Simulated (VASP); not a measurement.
# Ga2SnSe4 (I422) in VASP: a series of runs, part 2 of 2

VASP 6.6.1. Earlier steps stand in the parts before.

### Step 5. Relaxation of cell and atoms, PBE (atoms taken out)

INCAR

```
SYSTEM = Ga2SnSe4
PREC = Accurate
ENCUT = 600
EDIFF = 1E-6
ISMEAR = 0
SIGMA = 0.15
LREAL = .FALSE.
LASPH = .TRUE.
NELM = 100
ALGO = Normal
ISIF = 3
LWAVE = .FALSE.
LCHARG = .FALSE.
GGA = PE
IBRION = 2
NSW = 36
EDIFFG = -0.08
```

KPOINTS

```
regular mesh
0
G
  3 3 3
  0 0 0
```

POSCAR

```
Ga2SnSe4
1.0
   -3.7000000000      3.7000000000      3.1000000000
    3.7000000000     -3.7000000000      3.1000000000
    3.7000000000      3.7000000000     -3.1000000000
Ga Sn Se
2 1 4
Direct
    0.0000000000      0.5000000000      0.5000000000
    0.5000000000      0.0000000000      0.5000000000
    0.0000000000      0.0000000000      0.0000000000
    0.0720000000      0.9280000000      0.5000000000
    0.4280000000      0.5720000000      0.5000000000
    0.9280000000      0.4280000000      0.8560000000
    0.5720000000      0.0720000000      0.1440000000
```

Command:

```console
$ cat potpaw_PBE.64/Ga_d/POTCAR potpaw_PBE.64/Sn_d/POTCAR potpaw_PBE.64/Se/POTCAR > POTCAR
$ mpirun -np 1 vasp_std > vasp.out
```

It took 5 min on 1 thread of Intel Xeon Platinum 8259CL at 2.50GHz (Skylake/Cascade Lake), shared host; peak memory 0.39 GiB.

The run converged. Its results:

```yaml
Free_energy: -27.2244 eV
Relaxed_volume: 26.20 Å³/atom
Relaxed_cell: a = 6.249 Å, b = 6.249 Å, c = 6.249 Å, α = 104.68°, β = 104.68°, γ = 119.55°
Space_group_after_relaxing_to_0.1_Å: I422 (No. 97)
Energy_gained_by_relaxing: 21.5 meV/atom
Ionic_steps: 5
Pressure_after_relaxing: 0.1 GPa
Largest_force_after_relaxing: 0.066 eV/Å
Band_gap_on_the_k_mesh: 1.38 eV (least direct gap 1.44 eV)
```

Forces on the atoms (eV/Å):
```
Ga   0.000  0.000  0.000
Ga   0.000  0.000  0.000
Sn   0.000  0.000  0.000
Se  -0.047  0.047  0.000
Se   0.047 -0.047  0.000
Se  -0.047 -0.047  0.000
Se   0.047  0.047  0.000
```

The path:
```csv
step,energy change (eV),largest force (eV/Å),pressure (GPa),volume (Å³)
1,0.0000,0.1781,3.83,169.76
2,-0.0898,0.5099,-1.32,184.40
3,-0.1132,0.3106,0.11,179.56
4,-0.1310,0.2309,0.06,180.84
5,-0.1508,0.0664,0.09,183.43
```

Final structure:
```
Ga Sn Se
1.0
    -3.81811    3.81811    3.14573
     3.81811   -3.81811    3.14573
     3.81811    3.81811   -3.14573
Ga Sn Se
2 1 4
Direct
  0.00000 0.50000 0.50000
  0.50000 0.00000 0.50000
  0.00000 0.00000 0.00000
  0.07524 0.92476 0.50000
  0.42476 0.57524 0.50000
  0.92476 0.42476 0.84952
  0.57524 0.07524 0.15048
```

Levels at points of the mesh, in eV from the valence-band top:
```csv
k point,band 28,band 29,band 30,band 31,band 32,band 33,band 34,band 35,band 36,band 37
"(0.00, 0.00, 0.00)",-2.17,-0.48,-0.48,-0.32,-0.05,2.97,4.05,4.05,4.10,4.55
```

Caveat: the k points lie up to 0.43 Å⁻¹ apart in the final cell; the cell differs from its parent crystal (atoms taken out); spin-orbit coupling is left out, which moves the levels of the heavy elements; an odd mesh through Γ misses points on the zone boundary, where band edges can lie; the relaxation stopped at a loose force limit of 0.08 eV/Å, so its end isn't a converged minimum.

### Step 6. Single point, PBE (atoms taken out)

INCAR

```
PREC     = Accurate       # precision mode
ENCUT    = 520            # plane-wave cutoff, eV
EDIFF    = 1E-6           # SCF threshold, eV
ISMEAR   = 0              # smearing method
SIGMA    = 0.02           # smearing width, eV
LREAL    = F              # projectors in reciprocal space
LASPH    = T              # aspherical terms in the spheres
NELM     = 60             # most SCF steps
ALGO     = Normal         # electronic algorithm
ISIF     = 2              # what is computed and relaxed
LWAVE    = F              # write WAVECAR
LCHARG   = F              # write CHGCAR
GGA      = PE             # functional
NBANDS   = 41             # bands
```

KPOINTS

```
Automatic mesh
0
Gamma
  6 6 6
```

POSCAR

```
Ga2SnSe4
1.0
   -3.8308324609      3.8308324609      3.1466620548
    3.8308324609     -3.8308324609      3.1466620548
    3.8308324609      3.8308324609     -3.1466620548
Ga Sn Se
2 1 4
Direct
    0.0000000000      0.5000000000      0.5000000000
    0.5000000000      0.0000000000      0.5000000000
    0.0000000000      0.0000000000      0.0000000000
    0.0764520578      0.9235479422      0.5000000000
    0.4235479422      0.5764520578      0.5000000000
    0.9235479422      0.4235479422      0.8470958845
    0.5764520578      0.0764520578      0.1529041155
```

Potentials or basis: VASP PAW PBE potentials, release 64 (Ga_d, Sn_d, Se).

Command:

```console
$ cat potpaw_PBE.64/Ga_d/POTCAR potpaw_PBE.64/Sn_d/POTCAR potpaw_PBE.64/Se/POTCAR > POTCAR
$ mpirun -np 1 vasp_std > vasp.out
```

OUTCAR:

```text
PREC = Accurate
   ENCUT = 520
   EDIFF = 1E-6
   ISMEAR = 0
   LREAL = F
   LASPH = T
   NELM = 60
   ISIF = 2
   GGA = PE

 ion  position               nearest neighbor table
   1  0.000  0.500  0.500-   4 2.45   5 2.45   7 2.45   6 2.45
   2  0.500  0.000  0.500-   4 2.45   5 2.45   6 2.45   7 2.45
   3  0.000  0.000  0.000-   6 3.24   7 3.24   5 3.24   4 3.24   4 3.24   5 3.24   6 3.24   7 3.24

   4  0.076  0.924  0.500-   1 2.45   2 2.45   3 3.24   3 3.24
   5  0.424  0.576  0.500-   1 2.45   2 2.45   3 3.24   3 3.24
   6  0.924  0.424  0.847-   2 2.45   1 2.45   3 3.24   3 3.24
   7  0.576  0.076  0.153-   1 2.45   2 2.45   3 3.24   3 3.24
[... 1267 lines left out ...]
  Total        0.1184444      0.1184444      0.1827222      0.0000000     -0.0000000      0.0000000
  in kB        1.0273744      1.0273744      1.5849136      0.0000000     -0.0000000      0.0000000
  external PRESSURE =       1.2132208 kB  Pullay stress =       0.0000000 kB

 VOLUME and BASIS-vectors are now :
 -----------------------------------------------------------------------------
  energy-cutoff  :      520.00
  volume of cell :      184.71
      direct lattice vectors                 reciprocal lattice vectors
    -3.830832461  3.830832461  3.146662055     0.000000000  0.130519934  0.158898538
     3.830832461 -3.830832461  3.146662055     0.130519934  0.000000000  0.158898538
     3.830832461  3.830832461 -3.146662055     0.130519934  0.130519934  0.000000000

 POSITION                                       TOTAL-FORCE (eV/Angst)
 -----------------------------------------------------------------------------------
      3.83083      0.00000      0.00000        -0.000000      0.000000      0.000000
      0.00000      3.83083      0.00000         0.000000      0.000000      0.000000
      0.00000      0.00000      0.00000        -0.000000      0.000000      0.000000
      5.16050     -1.32967      1.57333         0.013957     -0.013957      0.000000
      2.50117      1.32967      1.57333        -0.013957      0.013957     -0.000000
      1.32967      5.16050      1.57333         0.013957      0.013957     -0.000000
     -1.32967      2.50117      1.57333        -0.013957     -0.013957      0.000000
 -----------------------------------------------------------------------------------
    total drift:                                0.000000     -0.000000      0.000000

  FREE ENERGIE OF THE ION-ELECTRON SYSTEM (eV)
  ---------------------------------------------------
  free  energy   TOTEN  =       -27.2137789185 eV

  energy  without entropy=      -27.2137789185  energy(sigma->0) =      -27.21377892
```

OSZICAR:

```text
N       E                     dE             d eps       ncg     rms          rms(c)
DAV:   1     0.601352896927E+03    0.60135E+03   -0.28587E+04  2669   0.196E+03
DAV:   2     0.722629118024E+02   -0.52909E+03   -0.50361E+03  2636   0.554E+02
DAV:   3    -0.220989113549E+02   -0.94362E+02   -0.90882E+02  3051   0.174E+02
DAV:   4    -0.279165970365E+02   -0.58177E+01   -0.57638E+01  2996   0.464E+01
DAV:   5    -0.281041280769E+02   -0.18753E+00   -0.18724E+00  3248   0.844E+00    0.676E+00
DAV:   6    -0.272738747858E+02    0.83025E+00   -0.10554E+00  3548   0.149E+01    0.406E+00
DAV:   7    -0.272106157143E+02    0.63259E-01   -0.74716E-01  2880   0.400E+00    0.138E+00
DAV:   8    -0.272130735503E+02   -0.24578E-02   -0.12044E-01  3045   0.334E+00    0.618E-01
DAV:   9    -0.272133817527E+02   -0.30820E-03   -0.12569E-02  3184   0.147E+00    0.190E-01
DAV:  10    -0.272135717391E+02   -0.18999E-03   -0.26625E-03  3058   0.329E-01    0.892E-02
DAV:  11    -0.272137826703E+02   -0.21093E-03   -0.46693E-04  3496   0.130E-01    0.270E-02
DAV:  12    -0.272137749271E+02    0.77432E-05   -0.77934E-05  2982   0.516E-02    0.183E-02
DAV:  13    -0.272137797469E+02   -0.48198E-05   -0.34909E-05  2672   0.268E-02    0.723E-03
DAV:  14    -0.272137789185E+02    0.82840E-06   -0.64308E-06  2737   0.152E-02
   1 F= -.27213779E+02 E0= -.27213779E+02  d E =-.306163E-19
```

Run time: 5.3 min. Hardware: 1 thread of Intel Xeon Platinum 8259CL at 2.50GHz (Skylake/Cascade Lake), shared host; peak memory 0.44 GiB.

Results:

* Free energy: -27.2138 eV
* Pressure: 0.1 GPa
* Largest force: 0.020 eV/Å
* Band gap on the k mesh: 1.34 eV (least direct gap 1.44 eV)

Forces on the atoms (eV/Å):
```
Ga   0.000  0.000  0.000
Ga   0.000  0.000  0.000
Sn   0.000  0.000  0.000
Se   0.014 -0.014  0.000
Se  -0.014  0.014  0.000
Se   0.014  0.014  0.000
Se  -0.014 -0.014  0.000
```

Levels at points of the mesh, in eV from the valence-band top:
| k point | band 30 | band 31 | band 32 | band 33 | band 34 | band 35 |
| --- | --- | --- | --- | --- | --- | --- |
| (0.00, 0.00, 0.00) | -0.50 | -0.37 | -0.10 | 2.97 | 3.94 | 3.94 |
| (0.50, 0.00, 0.00) | -0.66 | -0.51 | -0.25 | 2.16 | 2.26 | 2.77 |
| (0.50, 0.50, 0.00) | -0.57 | -0.49 | -0.31 | 1.66 | 2.60 | 2.68 |
| (0.50, 0.50, 0.50) | -0.94 | -0.23 | -0.02 | 1.88 | 2.41 | 2.51 |

Caveat: the cell differs from its parent crystal (atoms taken out); spin-orbit coupling is left out, which moves the levels of the heavy elements.

### Step 7. Single point, PBE

This run uses another cell than the first one, of 26.41 Å³/atom.

INCAR

```
SYSTEM = Ga2SnSe4
  ALGO = Normal
  EDIFF = 1E-6
  ENCUT = 520
  GGA = PE
  ISIF = 2
  ISMEAR = 0
  LASPH = .TRUE.
  LCHARG = .FALSE.
  LREAL = .FALSE.
  LWAVE = .FALSE.
  NBANDS = 41
  NELM = 80
  PREC = Accurate
  SIGMA = 0.01
```

KPOINTS

```
k-points
0
G
  6 6 6
  0 0 0
```

POSCAR

```
Ga2SnSe4
1.0
   -3.8317466331      3.8317466331      3.1482665984
    3.8317466331     -3.8317466331      3.1482665984
    3.8317466331      3.8317466331     -3.1482665984
Ga Sn Se
2 1 4
Direct
    0.0000000000      0.5000000000      0.5000000000
    0.5000000000      0.0000000000      0.5000000000
    0.0000000000      0.0000000000      0.0000000000
    0.0765658550      0.9234341450      0.5000000000
    0.4234341450      0.5765658550      0.5000000000
    0.9234341450      0.4234341450      0.8468682899
    0.5765658550      0.0765658550      0.1531317101
```

Command:

```console
$ cat potpaw_PBE.64/Ga_d/POTCAR potpaw_PBE.64/Sn_d/POTCAR potpaw_PBE.64/Se/POTCAR > POTCAR
$ mpirun -np 1 vasp_std > vasp.out
```

Wall time 4.1 min (1 thread of Intel Xeon Platinum 8259CL at 2.50GHz (Skylake/Cascade Lake), shared host); peak memory 0.44 GiB.

The run converged. Its results:

```yaml
Free_energy: -27.2138 eV
Pressure: 0.1 GPa
Largest_force: 0.025 eV/Å
Band_gap_on_the_k_mesh: 1.34 eV (least direct gap 1.43 eV)
```

Forces in eV/Å, atoms in the order of the input:
```
Ga   0.000  0.000  0.000
Ga   0.000  0.000  0.000
Sn   0.000  0.000  0.000
Se   0.018 -0.018  0.000
Se  -0.018  0.018  0.000
Se   0.018  0.018  0.000
Se  -0.018 -0.018  0.000
```

Levels at points of the mesh, in eV from the valence-band top:
```csv
k point,band 28,band 29,band 30,band 31,band 32,band 33,band 34,band 35,band 36,band 37
"(0.00, 0.00, 0.00)",-2.16,-0.49,-0.49,-0.37,-0.10,2.97,3.94,3.94,4.10,4.43
"(0.50, 0.00, 0.00)",-1.29,-1.25,-0.65,-0.50,-0.25,2.16,2.26,2.77,3.62,4.35
"(0.50, 0.50, 0.00)",-1.23,-1.06,-0.57,-0.49,-0.30,1.66,2.60,2.67,3.58,4.19
"(0.50, 0.50, 0.50)",-1.41,-0.94,-0.94,-0.23,-0.02,1.88,2.41,2.51,2.51,4.49
```

Caveat: spin-orbit coupling is left out, which moves the levels of the heavy elements.

### Step 8. Summary

```csv
task,cell,k mesh,cutoff (eV),smearing,gap on the mesh (eV),pressure (GPa),largest force (eV/Å)
single point,"a = 6.243 Å, angles 104.7, 104.7, 119.5°, 7 atoms, atomic positions A",3 × 3 × 3,500,gaussian 0.15 eV,1.37,0.4,0.04
single point,"a = 6.284 Å, angles 104.5, 104.5, 119.9°, 7 atoms, atomic positions A",3 × 3 × 3,520,gaussian 0.15 eV,1.38,-0.1,0.02
single point,"a = 6.265 Å, angles 104.6, 104.6, 119.7°, 7 atoms, atomic positions A",4 × 4 × 4,520,gaussian 0.1 eV,1.65,0.1,0.02
relaxation of cell and atoms,"relaxed from a = 6.082 Å, angles 105.1, 105.1, 118.7°, 7 atoms, atomic positions B",3 × 3 × 3,600,gaussian 0.15 eV,1.38,0.1,0.07
single point,"a = 6.265 Å, angles 104.6, 104.6, 119.7°, 7 atoms, atomic positions A",6 × 6 × 6,520,gaussian 0.02 eV,1.34,0.1,0.02
single point,"a = 6.267 Å, angles 104.6, 104.6, 119.7°, 7 atoms, atomic positions A",6 × 6 × 6,520,gaussian 0.01 eV,1.34,0.1,0.02
```

Alike in all rows: level PBE; potentials or basis VASP PAW PBE potentials, release 64 (Ga_d, Sn_d, Se); no spin polarisation.

Caveats: some runs use coarse meshes; spin-orbit coupling is left out, which moves the levels of the heavy elements; an odd mesh through Γ misses points on the zone boundary, where band edges can lie (at least some runs); the relaxation stopped at a loose force limit of 0.08 eV/Å, so its end isn't a converged minimum (at least some runs).

Total energies depend on the potentials used, so only differences within one code and one set of settings carry meaning.
